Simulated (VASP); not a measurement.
Write the native input for VASP 6.6.1 that does the following.

| Quantity | Value |
| --- | --- |
| Task | single point |
| Functional | PBEsol |
| Potentials or basis | VASP PAW PBE potentials, release 64 (Mo_sv, S) |
| Cutoff | 520 eV |
| k mesh | 12 × 12 × 4 |
| Occupations | methfessel-paxton, width 0.101 eV |
| Spin | no spin polarisation |
| Dipole correction | no |
| Further INCAR settings | ALGO = Normal; EDIFF = 1e-06; NBANDS = 35 |

The structure of MoS2 lies in POSCAR:

```
MoS2
1.0
    3.1017363443      0.0000000000      0.0000000000
   -1.5508681722      2.6861824700      0.0000000000
    0.0000000000      0.0000000000     11.9671191635
Mo S
2 4
Direct
    0.3333333333      0.6666666667      0.2500000000
    0.6666666667      0.3333333333      0.7500000000
    0.3333333333      0.6666666667      0.6259932117
    0.6666666667      0.3333333333      0.1259932117
    0.3333333333      0.6666666667      0.8740067883
    0.6666666667      0.3333333333      0.3740067883
```

This cell differs from its parent crystal: volume 16.618 Å^3 an atom, c/a of the conventional cell 3.8582.

These files were run (other wordings do the same):

INCAR

```
SYSTEM = MoS2
ALGO = Normal
EDIFF = 1E-6
ENCUT = 520
GGA = PS
ISIF = 2
ISMEAR = 1
LASPH = .True.
LCHARG = .False.
LREAL = .False.
LWAVE = .False.
NBANDS = 35
NELM = 60
PREC = Accurate
SIGMA = 0.101
```

KPOINTS

```
k-points
0
Gamma
  12 12 4
  0 0 0
```

Potentials or basis: VASP PAW PBE potentials, release 64 (Mo_sv, S).

Run with:

```console
$ cat potpaw_PBE.64/Mo_sv/POTCAR potpaw_PBE.64/S/POTCAR > POTCAR
$ mpirun -np 1 vasp_std > vasp.out
```

It gave:

```json
{"Pressure": "13.9 GPa", "Largest force": "1.910 eV/Å", "Band gap on the k mesh": "0.70 eV, indirect (least direct gap 1.70 eV)"}
```

Caveat: the PAW data sets were made with another functional, which shifts forces and pressure a little; this functional lacks dispersion, which binds the layers, so the pressure and a relaxed spacing across them are unreliable.

Run time: 2.7 min on 1 thread of Intel(R) Xeon(R) Platinum 8259CL CPU @ 2.50GHz (Skylake/Cascade Lake) (shared host), peak memory 0.31 GiB.
